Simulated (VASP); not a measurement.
# RbSiH4 (P4/nmm) in VASP: single point with PBE

Aim: the single point of RbSiH4 with PBE.

All numbers are computed with VASP 6.6.1; they aren't measurements. Logs are shortened: lines on timing, memory, paths and dates and some standing lists are left out, and cuts for length are marked.

## (1) The cell of the first run

Symmetry: P4/nmm, No. 129, tetragonal system. Conventional cell: a = 5.835 Å, b = 5.835 Å, c = 4.251 Å, α = 90.00°, β = 90.00°, γ = 90.00°. Rb (site symmetry 4mm) has 16 H at 2.78 to 3.18 Å and 4 Si at 3.27 Å within 3.7 Å. Within 1.7 Å of Si (site symmetry -4m2) lie 4 H at 1.27 Å. Within 1.7 Å of H (site symmetry m) lie 1 Si at 1.27 Å.

## (2) Single point, PBE

The input, POSCAR:

```
RbSiH4
1.0
    5.8352530000      0.0000000000      0.0000000000
    0.0000000000      5.8352530000      0.0000000000
    0.0000000000      0.0000000000      4.2512640000
Rb Si H
2 2 8
Direct
    0.2500000000      0.2500000000      0.3463000000
    0.7500000000      0.7500000000      0.6537000000
    0.2500000000      0.7500000000      0.0000000000
    0.7500000000      0.2500000000      0.0000000000
    0.4266000000      0.7500000000      0.1742000000
    0.7500000000      0.4266000000      0.1742000000
    0.0734000000      0.7500000000      0.1742000000
    0.7500000000      0.0734000000      0.1742000000
    0.9266000000      0.2500000000      0.8258000000
    0.2500000000      0.5734000000      0.8258000000
    0.5734000000      0.2500000000      0.8258000000
    0.2500000000      0.9266000000      0.8258000000
```

The input, INCAR.step1:

```
  PREC = Accurate
  ENCUT = 520
  EDIFF = 1E-7
  ISMEAR = -1
  SIGMA = 0.1
  LREAL = F
  LASPH = T
  NELM = 80
  ALGO = Normal
  ISIF = 2
  LWAVE = F
  LCHARG = T
  GGA = PE
  NBANDS = 29
```

The input, KPOINTS.step1:

```
regular mesh
0
Gamma
  6 6 8
```

The input, INCAR.step2:

```
  PREC = Accurate
  ENCUT = 520
  EDIFF = 1E-7
  ISMEAR = -5
  SIGMA = 0.1
  LREAL = F
  LASPH = T
  NELM = 80
  ALGO = Normal
  ISIF = 2
  LWAVE = F
  LCHARG = F
  GGA = PE
  LORBIT = 10
  NBANDS = 29
  NEDOS = 2001
  ICHARG = 11
```

The input, KPOINTS.step2:

```
regular mesh
0
Gamma
  9 9 12
```

Potentials or basis: VASP PAW PBE potentials, release 64 (Rb_sv, Si, H).

Launch:

```bash
$ cat potpaw_PBE.64/Rb_sv/POTCAR potpaw_PBE.64/Si/POTCAR potpaw_PBE.64/H/POTCAR > POTCAR
$ cp INCAR.step1 INCAR
$ cp KPOINTS.step1 KPOINTS
$ mpirun -np 1 vasp_std > vasp.out
$ cp INCAR.step2 INCAR
$ cp KPOINTS.step2 KPOINTS
$ mpirun -np 1 vasp_std > vasp.out
```

OUTCAR:

```text
PREC = Accurate
   ENCUT = 520
   EDIFF = 1E-7
   ISMEAR = -5
   LREAL = F
   LASPH = T
   NELM = 80
   ISIF = 2
   GGA = PE
   LORBIT = 10
   ICHARG = 11

 ion  position               nearest neighbor table
   1  0.250  0.250  0.346-   9 2.78  10 2.78  11 2.78  12 2.78   9 2.91  10 2.91  11 2.91  12 2.91
                             5 3.18   6 3.18   7 3.18   8 3.18   5 3.18   7 3.18   6 3.18   8 3.18
   2  0.750  0.750  0.654-   5 2.78   6 2.78   7 2.78   8 2.78   5 2.91   6 2.91   7 2.91   8 2.91
                             9 3.18  10 3.18  11 3.18  12 3.18   9 3.18  11 3.18  10 3.18  12 3.18
   3  0.250  0.750  0.000-   5 1.27   7 1.27  10 1.27  12 1.27   1 3.27   2 3.27   1 3.27   2 3.27
                             2 4.03   1 4.03   2 4.03   1 4.03
   4  0.750  0.250  0.000-   6 1.27   8 1.27   9 1.27  11 1.27   1 3.27   2 3.27   2 3.27   1 3.27
                             2 4.03   2 4.03   1 4.03   1 4.03
   5  0.427  0.750  0.174-   3 1.27   2 2.78   2 2.91   1 3.18   1 3.18
   6  0.750  0.427  0.174-   4 1.27   2 2.78   2 2.91   1 3.18   1 3.18
   7  0.073  0.750  0.174-   3 1.27   2 2.78   2 2.91   1 3.18   1 3.18
   8  0.750  0.073  0.174-   4 1.27   2 2.78   2 2.91   1 3.18   1 3.18
   9  0.927  0.250  0.826-   4 1.27   1 2.78   1 2.91   2 3.18   2 3.18
  10  0.250  0.573  0.826-   3 1.27   1 2.78   1 2.91   2 3.18   2 3.18
  11  0.573  0.250  0.826-   4 1.27   1 2.78   1 2.91   2 3.18   2 3.18
  12  0.250  0.927  0.826-   3 1.27   1 2.78   1 2.91   2 3.18   2 3.18

  LATTYP: Found a simple tetragonal cell.
 ALAT       =     5.8352530000
 C/A-ratio  =     0.7285483594

  Lattice vectors:

 A1 = (   5.8352530000,   0.0000000000,   0.0000000000)
 A2 = (   0.0000000000,   5.8352530000,   0.0000000000)
 A3 = (   0.0000000000,   0.0000000000,   4.2512640000)

Analysis of symmetry for initial positions (statically):
=====================================================================
 Subroutine PRICEL returns:
 Original cell was already a primitive cell.

 Routine SETGRP: Setting up the symmetry group for a
 simple tetragonal supercell.

 Subroutine GETGRP returns: Found 16 space group operations
 (whereof  4 operations were pure point group operations)
 out of a pool of 16 trial point group operations.

The static configuration has the point symmetry C_2h.
 The point group associated with its full space group is D_4h.

Analysis of symmetry for dynamics (positions and initial velocities):
=====================================================================
 Subroutine PRICEL returns:
 Original cell was already a primitive cell.

 Routine SETGRP: Setting up the symmetry group for a
 simple tetragonal supercell.

 Subroutine GETGRP returns: Found 16 space group operations
 (whereof  4 operations were pure point group operations)
 out of a pool of 16 trial point group operations.

The dynamic configuration has the point symmetry C_2h.
 The point group associated with its full space group is D_4h.

 Subroutine INISYM returns: Found 16 space group operations
 (whereof  4 operations are pure point group operations),
 and found     1 'primitive' translations

----------------------------------------------------------------------------------------

                                     Primitive cell

  volume of cell :     144.7563

  direct lattice vectors                    reciprocal lattice vectors
     5.835253000  0.000000000  0.000000000     0.171372175  0.000000000  0.000000000
     0.000000000  5.835253000  0.000000000     0.000000000  0.171372175  0.000000000
     0.000000000  0.000000000  4.251264000     0.000000000  0.000000000  0.235224159

  length of vectors
     5.835253000  5.835253000  4.251264000     0.171372175  0.171372175  0.235224159

  position of ions in fractional coordinates (direct lattice)
     0.250000000  0.250000000  0.346300000
     0.750000000  0.750000000  0.653700000
     0.250000000  0.750000000  0.000000000
     0.750000000  0.250000000  0.000000000
     0.426600000  0.750000000  0.174200000
     0.750000000  0.426600000  0.174200000
     0.073400000  0.750000000  0.174200000
     0.750000000  0.073400000  0.174200000
     0.926600000  0.250000000  0.825800000
     0.250000000  0.573400000  0.825800000
     0.573400000  0.250000000  0.825800000
     0.250000000  0.926600000  0.825800000

  ion indices of the primitive-cell ions
   primitive index   ion index
                 1           1
                 2           2
                 3           3
                 4           4
                 5           5
                 6           6
                 7           7
                 8           8
                 9           9
                10          10
                11          11
                12          12

----------------------------------------------------------------------------------------

 KPOINTS: regular mesh

Automatic generation of k-mesh.
 Grid dimensions read from file:
 generate k-points for:    9    9   12

 Generating k-lattice:

  Cartesian coordinates                     Fractional coordinates (reciprocal lattice)
     0.019041353  0.000000000  0.000000000     0.111111111  0.000000000  0.000000000
     0.000000000  0.019041353  0.000000000     0.000000000  0.111111111  0.000000000
     0.000000000  0.000000000  0.019602013     0.000000000  0.000000000  0.083333333

  Length of vectors
     0.019041353  0.019041353  0.019602013

  Shift w.r.t. Gamma in fractional coordinates (k-lattice)
     0.000000000  0.000000000  0.000000000

 TETIRR: Found   1446 inequivalent tetrahedra from     5832

 Subroutine IBZKPT returns following result:
 ===========================================

 Found    105 irreducible k-points:

 Following reciprocal coordinates:
            Coordinates               Weight
  0.000000  0.000000  0.000000      1.000000
  0.111111  0.000000  0.000000      4.000000
  0.222222  0.000000  0.000000      4.000000
  0.333333  0.000000  0.000000      4.000000
  0.444444  0.000000  0.000000      4.000000
  0.111111  0.111111  0.000000      4.000000
[... 16 lines left out ...]
  0.333333  0.111111  0.083333     16.000000
  0.444444  0.111111  0.083333     16.000000
 [... further k-points ...]
   k-points           NKPTS =    105   k-points in BZ     NKDIM =    105   number of bands    NBANDS=     29
   number of dos      NEDOS =   2001   number of ions     NIONS =     12
   total plane-waves  NPLWV =  73728
   dimension x,y,z NGX =    48 NGY =   48 NGZ =   32
   dimension x,y,z NGXF=    96 NGYF=   96 NGZF=   64
   ions per type =               2   2   8
   NGX,Y,Z   is equivalent  to a cutoff of  13.68, 13.68, 12.51 a.u.
   NGXF,Y,Z  is equivalent  to a cutoff of  27.35, 27.35, 25.03 a.u.
 SYSTEM =  unknown system
   PREC   = accura    normal or accurate (medium, high low for compatibility)
   ISTART =      0    job   : 0-new  1-cont  2-samecut
   ICHARG =     11    charge: 1-file 2-atom 10-const
   ISPIN  =      1    spin polarized calculation?
   LNONCOLLINEAR =      F non collinear calculations
   LSORBIT =      F    spin-orbit coupling
   LASPH  =      T    aspherical Exc in radial PAW
   ENCUT  =  520.0 eV  38.22 Ry    6.18 a.u.  10.85 10.85  7.90*2*pi/ulx,y,z
   NELM   =     80;   NELMIN=  2; NELMDL=  0     # of ELM steps
   EDIFF  = 0.1E-06   stopping-criterion for ELM
   LREAL  =      F    real-space projection
   EDIFFG = 0.1E-05   stopping-criterion for IOM
   NSW    =      0    number of steps for IOM
   IBRION =     -1    ionic relax: 0-MD 1-quasi-New 2-CG
   NFREE  =      0    steps in history (QN), initial steepest desc. (CG)
   ISIF   =      2    stress and relaxation
   ISYM   =      2    0-nonsym 1-usesym 2-fastsym
   POTIM  = 0.5000    time-step for ionic-motion
   TEBEG  =    0.0;   TEEND  =   0.0 temperature during run
   PSTRESS=    0.0 pullay stress
   NELECT =      34.0000    total number of electrons
   NUPDOWN=      -1.0000    fix difference up-down
   EMIN   =  10.00;   EMAX   =-10.00  energy-range for DOS
   EFERMI =   0.00;   METHOD = LEGACY
   ISMEAR =    -5;   SIGMA  =   0.10  broadening in eV -4-tet -1-fermi 0-gaus
   EFERMI_NEDOS =   21; number of points for ismear=-14 and -15
   IALGO  =     38    algorithm
   IMIX   =      4    mixing-type and parameters
     AMIX     =   0.40;   BMIX     =  1.00
     AMIX_MAG =   1.60;   BMIX_MAG =  1.00
  volume/ion in A,a.u.               =      12.06        81.41
  Fermi-wavevector in a.u.,A,eV,Ry     =   1.010079  1.908772 13.881473  1.020259
  Thomas-Fermi vector in A             =   2.143046
   LORBIT       =     10    0 simple, 1 ext, 2 COOP (PROOUT), +10 PAW based schemes
   GGA     = PE    functional components
   LHFCALC =     F    Hartree Fock is set to
   AEXX    =    0.0000 exact exchange contribution
   IVDW    =     0    specifies the selected vdW correction
   LEPSILON=     F    determine dielectric tensor
   LRPA    =     F    only Hartree local field effects (RPA)
 non-spin polarized calculation
 Fermi weights with tetrahedron method with Bloechl corrections
  energy-cutoff  :      520.00
  volume of cell :      144.76
 maximum number of plane-waves:      3929
 NGX is ok and might be reduce to    48

 number of electron      33.9999994 magnetization

 Free energy of the ion-electron system (eV)
  ---------------------------------------------------
  ext. energy  EPLUGINS =         0.00000000
  ---------------------------------------------------
  free energy    TOTEN  =       -31.42096381 eV

  energy without entropy =      -31.42096381  energy(sigma->0) =      -31.42096381

 E-fermi :   4.9581     XC(G=0):  -8.5120

 val. band max:        4.9856291205   @ k =   0.3333   0.0000   0.5000
 cond. band min:       4.9247760795   @ k =   0.1111   0.1111   0.1667
 fundamental gap:     -0.0608530411
 Fermi energy:         4.9581415965

 k-point     1 :       0.0000    0.0000    0.0000
  band No.  band energies     occupation
      1     -24.7531      2.00000
      2     -24.7226      2.00000
      3      -9.3923      2.00000
      4      -9.2061      2.00000
      5      -9.2061      2.00000
      6      -8.8875      2.00000
[... 21 lines left out ...]
     28       8.8944      0.00000
     29       9.2468      0.00000

 k-point     2 :       0.1111    0.0000    0.0000
  band No.  band energies     occupation
      1     -24.7521      2.00000
      2     -24.7234      2.00000
      3      -9.4628      2.00000
      4      -9.3059      2.00000
      5      -9.1964      2.00000
      6      -8.8969      2.00000
[... 696 lines left out ...]
 k-point    24 :       0.4444    0.1111    0.0833
  band No.  band energies     occupation
      1     -24.7385      2.00000
      2     -24.7337      2.00000
      3      -9.7794      2.00000
      4      -9.7553      2.00000
      5      -9.0267      2.00000
      6      -8.9763      2.00000
[... 21 lines left out ...]
     28       8.3861      0.00000
     29       9.3951      0.00000

 [... further k-points ...]

------------------------ aborting loop because EDIFF is reached ----------------------------------------

  FORCE on cell =-STRESS in cart. coord.  units (eV):
  Direction    XX          YY          ZZ          XY          YZ          ZX
  --------------------------------------------------------------------------------------
  -------------------------------------------------------------------------------------
  Total       28.8749584     28.8749584     28.1540833     -0.0000000     -0.0000000      0.0000000
  in kB      319.5909652    319.5909652    311.6122467     -0.0000000     -0.0000000      0.0000000
  external PRESSURE =     316.9313924 kB  Pullay stress =       0.0000000 kB

 VOLUME and BASIS-vectors are now :
 -----------------------------------------------------------------------------
  energy-cutoff  :      520.00
  volume of cell :      144.76
      direct lattice vectors                 reciprocal lattice vectors
     5.835253000  0.000000000  0.000000000     0.171372175  0.000000000  0.000000000
     0.000000000  5.835253000  0.000000000     0.000000000  0.171372175  0.000000000
     0.000000000  0.000000000  4.251264000     0.000000000  0.000000000  0.235224159

 POSITION                                       TOTAL-FORCE (eV/Angst)
 -----------------------------------------------------------------------------------
      1.45881      1.45881      1.47221         0.000000     -0.000000      0.519075
      4.37644      4.37644      2.77905         0.000000      0.000000     -0.519075
      1.45881      4.37644      0.00000         0.000000      0.000000     -0.000000
      4.37644      1.45881      0.00000         0.000000      0.000000     -0.000000
      2.48932      4.37644      0.74057         5.491862      0.000000      3.982001
      4.37644      2.48932      0.74057         0.000000      5.491862      3.982001
      0.42831      4.37644      0.74057        -5.491862      0.000000      3.982001
      4.37644      0.42831      0.74057         0.000000     -5.491862      3.982001
      5.40695      1.45881      3.51069         5.491862     -0.000000     -3.982001
      1.45881      3.34593      3.51069         0.000000     -5.491862     -3.982001
      3.34593      1.45881      3.51069        -5.491862      0.000000     -3.982001
      1.45881      5.40695      3.51069         0.000000      5.491862     -3.982001
 -----------------------------------------------------------------------------------
    total drift:                                0.000000     -0.000000     -0.000000

  FREE ENERGIE OF THE ION-ELECTRON SYSTEM (eV)
  ---------------------------------------------------
  free  energy   TOTEN  =       -31.4209638067 eV

  energy  without entropy=      -31.4209638067  energy(sigma->0) =      -31.42096381

 total charge

# of ion       s       p       d       tot
------------------------------------------
    1        1.982   5.302   0.053   7.337
    2        1.982   5.302   0.053   7.337
    3        0.808   1.372   0.000   2.181
    4        0.808   1.372   0.000   2.181
    5        0.693   0.028   0.000   0.721
    6        0.693   0.028   0.000   0.721
    7        0.693   0.028   0.000   0.721
    8        0.693   0.028   0.000   0.721
    9        0.693   0.028   0.000   0.721
   10        0.693   0.028   0.000   0.721
   11        0.693   0.028   0.000   0.721
   12        0.693   0.028   0.000   0.721
--------------------------------------------------
tot         11.128  13.570   0.107  24.805
```

Wall time 7.6 min (1 thread of Intel Xeon Platinum 8259CL at 2.50GHz (Skylake/Cascade Lake), shared host); peak memory 0.5 GiB.

What came out:

* Valence electrons inside the program's atomic spheres: Rb 7.34; Si 2.18; H 0.72
